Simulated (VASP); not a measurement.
**Sb: single point with LDA**

Crystal: Sb.

```
Sb
1.0
     3.25120    0.00000    0.00000
    -1.62560    2.81562    0.00000
     0.00000    0.00000    5.37528
Sb
2
Direct
  0.33333 0.66667 0.25000
  0.66667 0.33333 0.75000
```

This cell differs from its parent crystal: volume scaled by 0.96.

| Item | Value |
| --- | --- |
| Program | VASP 6.6.1 |
| Task | single point |
| Functional | LDA |
| Potentials or basis | VASP PAW LDA potentials, release 64 (Sb) |
| Cutoff | 520 eV |
| k mesh | 12 × 12 × 7 |
| Occupations | fermi-dirac, width 0.1 eV |
| Spin | no spin polarisation |

```json
{
  "Pressure": "3.6 GPa",
  "Band gap on the k mesh": "zero (band 5 reaches 14.42 eV, above the bottom of band 6 at 6.42 eV)"
}
```

Stress tensor (GPa, compression positive):
```
4.17 0.00 0.00
0.00 4.17 0.00
0.00 0.00 2.42
```

Levels at points of the mesh, in eV from the Fermi level:
```tsv
k point	band 2	band 3	band 4	band 5	band 6	band 7	band 8	band 9
(0.00, 0.00, 0.00)	-9.58	-6.44	4.07	4.07	5.78	5.82	5.82	8.23
(0.50, 0.00, 0.00)	-8.32	-4.60	-3.43	-2.53	-0.28	0.46	3.99	4.56
```

Run time: 7.7 s on 1 thread of Intel(R) Xeon(R) 6975P-C (Granite Rapids) (shared host), peak memory 0.16 GiB.

Caveat: spin-orbit coupling is left out, which moves the levels of the heavy elements.
